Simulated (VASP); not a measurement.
# Y (I4/mmm) in VASP: further runs

The runs below take Y through single point, with r2SCAN.

Program: VASP 6.6.1. These are calculated values, not measurements. Logs are shortened: lines on timing, memory, paths and dates and some standing lists are left out, and cuts for length are marked.

## (1) The cell of the first run

Symmetry: I4/mmm, No. 139, tetragonal system. Conventional cell: a = 3.374 Å, b = 3.374 Å, c = 5.368 Å, α = 90.00°, β = 90.00°, γ = 90.00°. Within 4.4 Å of Y (site symmetry 4/mmm) lie 12 Y at 3.37 to 3.59 Å.

## (2) Single point, r2SCAN (strain -0.040 along x and y, +0.080 along z)

File POSCAR:

```
Y
1.0
    0.0000000000      2.3856000000      2.6838000000
    2.3856000000      0.0000000000      2.6838000000
    2.3856000000      2.3856000000      0.0000000000
Y
1
Direct
    0.0000000000      0.0000000000      0.0000000000
```

File INCAR.step1:

```
  PREC = Accurate
  ENCUT = 520
  ISMEAR = 0
  SIGMA = 0.15
  LREAL = False
  LASPH = True
  NELM = 60
  NBANDS = 12
  GGA = PE
  ALGO = Normal
  EDIFF = 1E-4
  LWAVE = True
  LCHARG = False
```

File INCAR.step2:

```
  PREC = Accurate
  ENCUT = 520
  EDIFF = 1E-7
  ISMEAR = 0
  SIGMA = 0.15
  LREAL = False
  LASPH = True
  NELM = 60
  ALGO = Normal
  ISIF = 2
  LWAVE = False
  LCHARG = False
  METAGGA = R2SCAN
  LMIXTAU = True
  NBANDS = 12
  ISTART = 1
```

File KPOINTS:

```
Automatic mesh
0
Gamma
  16 16 16
```

Potentials or basis: VASP PAW PBE potentials, release 64 (Y_sv).

Command:

```sh
> cat potpaw_PBE.64/Y_sv/POTCAR > POTCAR
> cp INCAR.step1 INCAR
> mpirun -np 1 vasp_std > vasp.out
> cp INCAR.step2 INCAR
> mpirun -np 1 vasp_std > vasp.out
```

OUTCAR:

```text
PREC = Accurate
   ENCUT = 520
   EDIFF = 1E-7
   ISMEAR = 0
   LREAL = False
   LASPH = True
   NELM = 60
   ISIF = 2
   METAGGA = R2SCAN
   ISTART = 1

 ion  position               nearest neighbor table
   1  0.000  0.000  0.000-

  LATTYP: Found a body centered tetragonal cell.
 ALAT       =     3.3737478744
 C/A-ratio  =     1.5909902577

  Lattice vectors:

 A1 = (  -2.3856000000,   0.0000000000,   2.6838000000)
 A2 = (   2.3856000000,   0.0000000000,   2.6838000000)
 A3 = (   0.0000000000,   2.3856000000,  -2.6838000000)

Analysis of symmetry for initial positions (statically):
=====================================================================
 Subroutine PRICEL returns:
 Original cell was already a primitive cell.

 Routine SETGRP: Setting up the symmetry group for a
 body centered tetragonal supercell.

 Subroutine GETGRP returns: Found 16 space group operations
 (whereof 16 operations were pure point group operations)
 out of a pool of 16 trial point group operations.

The static configuration has the point symmetry D_4h.

Analysis of symmetry for dynamics (positions and initial velocities):
=====================================================================
 Subroutine PRICEL returns:
 Original cell was already a primitive cell.

 Routine SETGRP: Setting up the symmetry group for a
 body centered tetragonal supercell.

 Subroutine GETGRP returns: Found 16 space group operations
 (whereof 16 operations were pure point group operations)
 out of a pool of 16 trial point group operations.

The dynamic configuration has the point symmetry D_4h.

 Subroutine INISYM returns: Found 16 space group operations
 (whereof 16 operations are pure point group operations),
 and found     1 'primitive' translations

----------------------------------------------------------------------------------------

                                     Primitive cell

  volume of cell :      30.5475

  direct lattice vectors                    reciprocal lattice vectors
     0.000000000  2.385600000  2.683800000    -0.209590879  0.209590879  0.186303003
     2.385600000  0.000000000  2.683800000     0.209590879 -0.209590879  0.186303003
     2.385600000  2.385600000  0.000000000     0.209590879  0.209590879 -0.186303003

  length of vectors
     3.590803503  3.590803503  3.373747874     0.350093533  0.350093533  0.350093533

  position of ions in fractional coordinates (direct lattice)
     0.000000000  0.000000000  0.000000000

  ion indices of the primitive-cell ions
   primitive index   ion index
                 1           1

----------------------------------------------------------------------------------------

 KPOINTS: Automatic mesh

Automatic generation of k-mesh.
 Grid dimensions read from file:
 generate k-points for:   16   16   16

 Generating k-lattice:

  Cartesian coordinates                     Fractional coordinates (reciprocal lattice)
    -0.013099430  0.013099430  0.011643938     0.062500000  0.000000000  0.000000000
     0.013099430 -0.013099430  0.011643938     0.000000000  0.062500000  0.000000000
     0.013099430  0.013099430 -0.011643938     0.000000000  0.000000000  0.062500000

  Length of vectors
     0.021880846  0.021880846  0.021880846

  Shift w.r.t. Gamma in fractional coordinates (k-lattice)
     0.000000000  0.000000000  0.000000000

 Subroutine IBZKPT returns following result:
 ===========================================

 Found    349 irreducible k-points:

 Following reciprocal coordinates:
            Coordinates               Weight
  0.000000  0.000000  0.000000      1.000000
  0.062500 -0.000000  0.000000      8.000000
  0.125000 -0.000000  0.000000      8.000000
  0.187500 -0.000000  0.000000      8.000000
  0.250000 -0.000000  0.000000      8.000000
  0.312500 -0.000000  0.000000      8.000000
[... 16 lines left out ...]
 -0.125000  0.062500  0.000000      8.000000
 -0.062500  0.062500  0.000000      4.000000
 [... further k-points ...]
   k-points           NKPTS =    349   k-points in BZ     NKDIM =    349   number of bands    NBANDS=     12
   number of dos      NEDOS =    301   number of ions     NIONS =      1
   total plane-waves  NPLWV =  21952
   dimension x,y,z NGX =    28 NGY =   28 NGZ =   28
   dimension x,y,z NGXF=    56 NGYF=   56 NGZF=   56
   ions per type =               1
   NGX,Y,Z   is equivalent  to a cutoff of  12.96, 12.96, 13.80 a.u.
   NGXF,Y,Z  is equivalent  to a cutoff of  25.93, 25.93, 27.59 a.u.
 SYSTEM =  unknown system
   PREC   = accura    normal or accurate (medium, high low for compatibility)
   ISTART =      1    job   : 0-new  1-cont  2-samecut
   ICHARG =      0    charge: 1-file 2-atom 10-const
   ISPIN  =      1    spin polarized calculation?
   LNONCOLLINEAR =      F non collinear calculations
   LSORBIT =      F    spin-orbit coupling
   LASPH  =      T    aspherical Exc in radial PAW
   ENCUT  =  520.0 eV  38.22 Ry    6.18 a.u.   6.68  6.68  6.27*2*pi/ulx,y,z
   NELM   =     60;   NELMIN=  2; NELMDL=  0     # of ELM steps
   EDIFF  = 0.1E-06   stopping-criterion for ELM
   LREAL  =      F    real-space projection
   EDIFFG = 0.1E-05   stopping-criterion for IOM
   NSW    =      0    number of steps for IOM
   IBRION =     -1    ionic relax: 0-MD 1-quasi-New 2-CG
   NFREE  =      0    steps in history (QN), initial steepest desc. (CG)
   ISIF   =      2    stress and relaxation
   ISYM   =      2    0-nonsym 1-usesym 2-fastsym
   POTIM  = 0.5000    time-step for ionic-motion
   TEBEG  =    0.0;   TEEND  =   0.0 temperature during run
   PSTRESS=    0.0 pullay stress
   NELECT =      11.0000    total number of electrons
   NUPDOWN=      -1.0000    fix difference up-down
   EMIN   =  10.00;   EMAX   =-10.00  energy-range for DOS
   EFERMI =   0.00;   METHOD = LEGACY
   ISMEAR =     0;   SIGMA  =   0.15  broadening in eV -4-tet -1-fermi 0-gaus
   EFERMI_NEDOS =   21; number of points for ismear=-14 and -15
   IALGO  =     38    algorithm
   IMIX   =      4    mixing-type and parameters
     AMIX     =   0.40;   BMIX     =  1.00
     AMIX_MAG =   1.60;   BMIX_MAG =  1.00
  volume/ion in A,a.u.               =      30.55       206.14
  Fermi-wavevector in a.u.,A,eV,Ry     =   1.164700  2.200963 18.456645  1.356525
  Thomas-Fermi vector in A             =   2.301234
   LORBIT       =      0    0 simple, 1 ext, 2 COOP (PROOUT), +10 PAW based schemes
   METAGGA = R2SCAN    functional components
   LHFCALC =     F    Hartree Fock is set to
   AEXX    =    0.0000 exact exchange contribution
   IVDW    =     0    specifies the selected vdW correction
   LEPSILON=     F    determine dielectric tensor
   LRPA    =     F    only Hartree local field effects (RPA)
 non-spin polarized calculation
 Gauss-broadening in eV      SIGMA  =   0.15
  energy-cutoff  :      520.00
  volume of cell :       30.55
 maximum number of plane-waves:       842
   NGX = 13   NGY = 13   NGZ = 13

 number of electron      11.0000000 magnetization

 Free energy of the ion-electron system (eV)
  ---------------------------------------------------
  ext. energy  EPLUGINS =         0.00000000
  ---------------------------------------------------
  free energy    TOTEN  =       -20.18505090 eV

  energy without entropy =      -20.16716180  energy(sigma->0) =      -20.17610635

 E-fermi :   3.4634     XC(G=0): -10.3829

 val. band max:        3.4555483184   @ k =  -0.3125   0.2500   0.0625
 cond. band min:       3.4641324063   @ k =  -0.3125   0.4375   0.1875
 fundamental gap:      0.0085840878
 Fermi energy:         3.4633706222

 k-point     1 :       0.0000    0.0000    0.0000
  band No.  band energies     occupation
      1     -40.5895      2.00000
      2     -19.5727      2.00000
      3     -19.5727      2.00000
      4     -19.5556      2.00000
      5      -1.6082      2.00000
      6       4.9635      0.00000
      7       5.9852      0.00000
      8       5.9852      0.00000
      9       6.9689      0.00000
     10       8.5540      0.00000
     11      13.1283      0.00000
     12      15.1960      0.00000

 k-point     2 :       0.0625   -0.0000    0.0000
  band No.  band energies     occupation
      1     -40.5859      2.00000
      2     -19.6011      2.00000
      3     -19.5741      2.00000
      4     -19.5631      2.00000
      5      -1.4989      2.00000
      6       4.9773      0.00000
      7       5.8680      0.00000
      8       6.0392      0.00000
      9       6.9423      0.00000
     10       8.4604      0.00000
     11      13.3909      0.00000
     12      15.3084      0.00000

 k-point     3 :       0.1250   -0.0000    0.0000
  band No.  band energies     occupation
      1     -40.5755      2.00000
      2     -19.6862      2.00000
      3     -19.5791      2.00000
      4     -19.5782      2.00000
      5      -1.1823      2.00000
      6       4.9361      0.00000
      7       5.6223      0.00000
      8       6.1838      0.00000
      9       6.9380      0.00000
     10       8.2332      0.00000
     11      14.0150      0.00000
     12      15.2813      0.00000

 k-point     4 :       0.1875   -0.0000    0.0000
  band No.  band energies     occupation
      1     -40.5600      2.00000
      2     -19.8122      2.00000
      3     -19.6019      2.00000
      4     -19.5842      2.00000
      5      -0.6934      2.00000
      6       4.6770      0.00000
      7       5.4535      0.00000
      8       6.3517      0.00000
      9       7.1060      0.00000
     10       8.0148      0.00000
     11      14.1010      0.00000
     12      15.3715      0.00000

 k-point     5 :       0.2500   -0.0000    0.0000
  band No.  band energies     occupation
      1     -40.5417      2.00000
      2     -19.9574      2.00000
      3     -19.6285      2.00000
      4     -19.5912      2.00000
      5      -0.0943      2.00000
      6       4.3165      0.00000
      7       5.3209      0.00000
      8       6.4078      0.00000
      9       7.5256      0.00000
     10       8.0004      0.00000
     11      13.4382      0.00000
     12      15.8434      0.00000
[... 228 lines left out ...]
      1     -40.5305      2.00000
      2     -20.0428      2.00000
      3     -19.6491      2.00000
      4     -19.5848      2.00000
      5       0.2569      2.00000
      6       4.0783      0.00000
      7       5.2832      0.00000
      8       6.4387      0.00000
      9       7.7074      0.00000
     10       8.1383      0.00000
     11      13.1815      0.00000
     12      15.8640      0.00000

 k-point    22 :      -0.1875    0.0625    0.0000
  band No.  band energies     occupation
      1     -40.5490      2.00000
      2     -19.9032      2.00000
      3     -19.6190      2.00000
      4     -19.5777      2.00000
      5      -0.3647      2.00000
      6       4.4637      0.00000
      7       5.3828      0.00000
      8       6.4652      0.00000
      9       7.5890      0.00000
     10       7.6000      0.00000
     11      13.8697      0.00000
     12      15.5590      0.00000

 k-point    23 :      -0.1250    0.0625    0.0000
  band No.  band energies     occupation
      1     -40.5659      2.00000
      2     -19.7699      2.00000
      3     -19.5914      2.00000
      4     -19.5732      2.00000
      5      -0.9077      2.00000
      6       4.9482      0.00000
      7       5.3421      0.00000
      8       6.2957      0.00000
      9       7.2528      0.00000
     10       7.8328      0.00000
     11      14.3765      0.00000
     12      15.1396      0.00000

 k-point    24 :      -0.0625    0.0625    0.0000
  band No.  band energies     occupation
      1     -40.5789      2.00000
      2     -19.6640      2.00000
      3     -19.5719      2.00000
      4     -19.5708      2.00000
      5      -1.3000      2.00000
      6       5.1479      0.00000
      7       5.4793      0.00000
      8       6.1218      0.00000
      9       7.0836      0.00000
     10       8.1757      0.00000
     11      13.8284      0.00000
     12      15.6180      0.00000

 [... further k-points ...]

------------------------ aborting loop because EDIFF is reached ----------------------------------------

  FORCE on cell =-STRESS in cart. coord.  units (eV):
  Direction    XX          YY          ZZ          XY          YZ          ZX
  --------------------------------------------------------------------------------------
  -------------------------------------------------------------------------------------
  Total        0.8227485      0.8227485      0.3590144      0.0000000     -0.0000000      0.0000000
  in kB       43.1521350     43.1521350     18.8298607      0.0000000     -0.0000000      0.0000000
  external PRESSURE =      35.0447103 kB  Pullay stress =       0.0000000 kB

 VOLUME and BASIS-vectors are now :
 -----------------------------------------------------------------------------
  energy-cutoff  :      520.00
  volume of cell :       30.55
      direct lattice vectors                 reciprocal lattice vectors
     0.000000000  2.385600000  2.683800000    -0.209590879  0.209590879  0.186303003
     2.385600000  0.000000000  2.683800000     0.209590879 -0.209590879  0.186303003
     2.385600000  2.385600000  0.000000000     0.209590879  0.209590879 -0.186303003

 POSITION                                       TOTAL-FORCE (eV/Angst)
 -----------------------------------------------------------------------------------
      0.00000      0.00000      0.00000         0.000000      0.000000      0.000000
 -----------------------------------------------------------------------------------
    total drift:                                0.000000     -0.000000     -0.000000

  FREE ENERGIE OF THE ION-ELECTRON SYSTEM (eV)
  ---------------------------------------------------
  free  energy   TOTEN  =       -20.1850508973 eV

  energy  without entropy=      -20.1671617963  energy(sigma->0) =      -20.17610635
```

Run time: 22 min. Hardware: 1 thread of Oxide Virtual Turin-like, shared host; peak memory 0.26 GiB.

What came out:

```
Free energy            : -20.1851 eV
Pressure               : 3.5 GPa
Band gap on the k mesh : zero (an odd number of electrons rules out a gap without spin polarisation)
```

Stress tensor (GPa, compression positive):
```
4.32 0.00 0.00
0.00 4.32 0.00
0.00 0.00 1.88
```

Caveat: the cell differs from its parent crystal (strain -0.040 along x and y, +0.080 along z); the cell stands under pressure; the PAW data sets were made with another functional, which shifts forces and pressure a little.

## (3) Single point, r2SCAN (strain +0.000 along x and y, +0.080 along z)

File POSCAR:

```
Y
1.0
    0.0000000000      2.4850000000      2.6838000000
    2.4850000000      0.0000000000      2.6838000000
    2.4850000000      2.4850000000      0.0000000000
Y
1
Direct
    0.0000000000      0.0000000000      0.0000000000
```

File INCAR.step1:

```
SYSTEM = Y
  PREC = Accurate
  ENCUT = 520
  ISMEAR = 0
  SIGMA = 0.15
  LREAL = .False.
  LASPH = .True.
  NELM = 100
  NBANDS = 12
  GGA = PE
  ALGO = Normal
  EDIFF = 1E-4
  LWAVE = .True.
  LCHARG = .False.
```

File INCAR.step2:

```
SYSTEM = Y
  PREC = Accurate
  ENCUT = 520
  EDIFF = 1E-6
  ISMEAR = 0
  SIGMA = 0.15
  LREAL = .False.
  LASPH = .True.
  NELM = 100
  ALGO = Normal
  ISIF = 2
  LWAVE = .False.
  LCHARG = .True.
  METAGGA = R2SCAN
  LMIXTAU = .True.
  LELF = .True.
  LVHAR = .True.
  NBANDS = 12
  ISTART = 1
```

File KPOINTS:

```
regular mesh
0
Gamma
  16 16 16
  0 0 0
```

Potentials or basis: VASP PAW PBE potentials, release 64 (Y_sv).

Command:

```sh
> cat potpaw_PBE.64/Y_sv/POTCAR > POTCAR
> cp INCAR.step1 INCAR
> mpirun -np 1 vasp_std > vasp.out
> cp INCAR.step2 INCAR
> mpirun -np 1 vasp_std > vasp.out
```

Wall time 20 min (1 thread of Oxide Virtual Turin-like, shared host); peak memory 0.27 GiB.

The run converged. Its results:

```yaml
Free_energy: -20.2239 eV
Pressure: 0.1 GPa
Band_gap_on_the_k_mesh: zero (an odd number of electrons rules out a gap without spin polarisation)
```

Stress tensor (GPa, compression positive):
```
 0.60  0.00  0.00
 0.00  0.60  0.00
 0.00  0.00 -0.89
```

Levels at points of the mesh, in eV from the Fermi level:
```
           k point  band 3  band 4  band 5  band 6  band 7  band 8
(0.00, 0.00, 0.00)  -23.29  -23.27   -4.97    1.65    2.26    2.26
(0.50, 0.00, 0.00)  -23.38  -23.33   -1.98    0.40    1.52    2.19
(0.50, 0.50, 0.00)  -23.45  -23.45   -1.81   -0.64    1.29    5.62
(0.50, 0.00, 0.50)  -23.56  -23.44   -1.75   -0.86    2.31    5.46
```

Caveat: the cell differs from its parent crystal (strain +0.000 along x and y, +0.080 along z); the PAW data sets were made with another functional, which shifts forces and pressure a little.

## (4) Single point, r2SCAN (strain +0.080 along x and y, +0.000 along z)

File POSCAR:

```
Y
1.0
    0.0000000000      2.6838000000      2.4850000000
    2.6838000000      0.0000000000      2.4850000000
    2.6838000000      2.6838000000      0.0000000000
Y
1
Direct
    0.0000000000      0.0000000000      0.0000000000
```

File INCAR.step1:

```
SYSTEM = Y
ALGO     = Normal         ! electronic algorithm
EDIFF    = 1E-4           ! SCF threshold, eV
ENCUT    = 520            ! plane-wave cutoff, eV
GGA      = PE             ! functional
ISMEAR   = 0              ! smearing method
LASPH    = .True.         ! aspherical terms in the spheres
LCHARG   = .False.        ! write CHGCAR
LREAL    = .False.        ! projectors in reciprocal space
LWAVE    = .True.         ! write WAVECAR
NBANDS   = 12             ! bands
NELM     = 80             ! most SCF steps
PREC     = Accurate       ! precision mode
SIGMA    = 0.15           ! smearing width, eV
```

File INCAR.step2:

```
SYSTEM = Y
ALGO     = Normal         ! electronic algorithm
EDIFF    = 1E-6           ! SCF threshold, eV
ENCUT    = 520            ! plane-wave cutoff, eV
ISIF     = 2              ! what is computed and relaxed
ISMEAR   = 0              ! smearing method
ISTART   = 1            
LASPH    = .True.         ! aspherical terms in the spheres
LCHARG   = .True.         ! write CHGCAR
LELF     = .True.         ! ELF
LMIXTAU  = .True.       
LREAL    = .False.        ! projectors in reciprocal space
LVHAR    = .True.       
LWAVE    = .False.        ! write WAVECAR
METAGGA  = R2SCAN         ! meta-GGA
NBANDS   = 12             ! bands
NELM     = 80             ! most SCF steps
PREC     = Accurate       ! precision mode
SIGMA    = 0.15           ! smearing width, eV
```

File KPOINTS:

```
k-points
0
Gamma
  16 16 16
  0 0 0
```

Command:

```sh
> cat potpaw_PBE.64/Y_sv/POTCAR > POTCAR
> cp INCAR.step1 INCAR
> mpirun -np 1 vasp_std > vasp.out
> cp INCAR.step2 INCAR
> mpirun -np 1 vasp_std > vasp.out
```

Wall time 18 min (1 thread of Oxide Virtual Turin-like, shared host); peak memory 0.28 GiB.

It converged, with:

```
Free energy            : -20.2054 eV
Pressure               : -2.4 GPa
Band gap on the k mesh : zero (an odd number of electrons rules out a gap without spin polarisation)
```

Stress tensor (GPa, compression positive):
```
-2.73  0.00  0.00
 0.00 -2.73  0.00
 0.00  0.00 -1.66
```

Levels at points of the mesh, in eV from the Fermi level:
```
           k point  band 2  band 3  band 4  band 5  band 6  band 7  band 8  band 9
(0.00, 0.00, 0.00)  -23.55  -23.54  -23.54   -4.85    1.79    1.79    2.30    3.44
(0.50, 0.00, 0.00)  -23.98  -23.62  -23.58   -1.88    0.21    1.46    2.13    4.92
(0.50, 0.50, 0.00)  -23.95  -23.73  -23.73   -1.52   -0.83    2.32    5.14    5.48
(0.50, 0.00, 0.50)  -23.94  -23.71  -23.64   -1.62   -0.55    1.33    5.07    5.20
```

Caveat: the cell differs from its parent crystal (strain +0.080 along x and y, +0.000 along z); the PAW data sets were made with another functional, which shifts forces and pressure a little.

## (5) The runs side by side

```csv
cell,gap on the mesh (eV),pressure (GPa)
"a = 3.591, b = 3.591, c = 3.374 Å, angles 62.0, 62.0, 56.0°, 1 atom",none,3.5
"a = 3.658, b = 3.658, c = 3.514 Å, angles 61.3, 61.3, 57.4°, 1 atom",none,0.1
"a = 3.658, b = 3.658, c = 3.795 Å, angles 58.7, 58.7, 62.5°, 1 atom",none,-2.4
```

Alike in all rows: task single point; level r2SCAN; potentials or basis VASP PAW PBE potentials, release 64 (Y_sv); no spin polarisation; k mesh 16 × 16 × 16; cutoff (eV) 520; smearing gaussian 0.15 eV.

Caveats: the PAW data sets were made with another functional, which shifts forces and pressure a little; the cell stands under pressure (at least some runs).

Total energies depend on the potentials used, so only differences within one code and one set of settings carry meaning.
